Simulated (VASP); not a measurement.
Wanted: the native input for a VASP 6.6.1 run.

```
Task                   : relaxation of cell and atoms
Functional             : PBEsol
Potentials or basis    : VASP PAW PBE potentials, release 64 (Ga_d, P)
Cutoff                 : 600 eV
k mesh                 : 8 × 8 × 8
Occupations            : fermi-dirac, width 0.05 eV
Spin                   : no spin polarisation
Target pressure        : 5 GPa
Dipole correction      : no
Further INCAR settings : ALGO = Normal; EDIFF = 1e-06; IBRION = 2; EDIFFG = -0.02; NSW = 80; ISIF = 3
```

The structure of GaP lies in POSCAR:

```
GaP
1.0
    0.0000000000      2.7252500000      2.7252500000
    2.7252500000      0.0000000000      2.7252500000
    2.7252500000      2.7252500000      0.0000000000
Ga P
1 1
Direct
    0.0000000000      0.0000000000      0.0000000000
    0.7500000000      0.7500000000      0.7500000000
```

One way to write it, as run:

INCAR

```
SYSTEM = GaP
PREC = Accurate
ENCUT = 600
EDIFF = 1E-6
ISMEAR = -1
SIGMA = 0.05
LREAL = .False.
LASPH = .True.
NELM = 60
ALGO = Normal
ISIF = 3
LWAVE = .False.
LCHARG = .False.
GGA = PS
IBRION = 2
NSW = 80
EDIFFG = -0.02
PSTRESS = 50.0
```

KPOINTS

```
Automatic mesh
0
Gamma
  8 8 8
  0 0 0
```

Potentials or basis: VASP PAW PBE potentials, release 64 (Ga_d, P).

The run is started by

```bash
$ cat potpaw_PBE.64/Ga_d/POTCAR potpaw_PBE.64/P/POTCAR > POTCAR
$ mpirun -np 1 vasp_std > vasp.out
```

It gave:

| Property | Result |
| --- | --- |
| Relaxed volume | 19.07 Å³/atom |
| Relaxed cell | a = 3.778 Å, b = 3.778 Å, c = 3.778 Å, α = 60.00°, β = 60.00°, γ = 60.00° |
| Space group after relaxing (to 0.05 Å) | F-43m (No. 216) |
| Energy change on relaxing (the enthalpy is what falls) | +14.8 meV/atom |
| Ionic steps | 3 |
| Pressure after relaxing | 4.8 GPa |
| Band gap on the k mesh | 1.39 eV, indirect (least direct gap 2.25 eV) |

Caveat: the cell is relaxed towards a set pressure, so the enthalpy falls and the energy may rise; the PAW data sets were made with another functional, which shifts forces and pressure a little.

It took 44 s on 1 thread of Intel(R) Xeon(R) Platinum 8259CL CPU @ 2.50GHz (Skylake/Cascade Lake), on a shared host, peak memory 0.19 GiB.
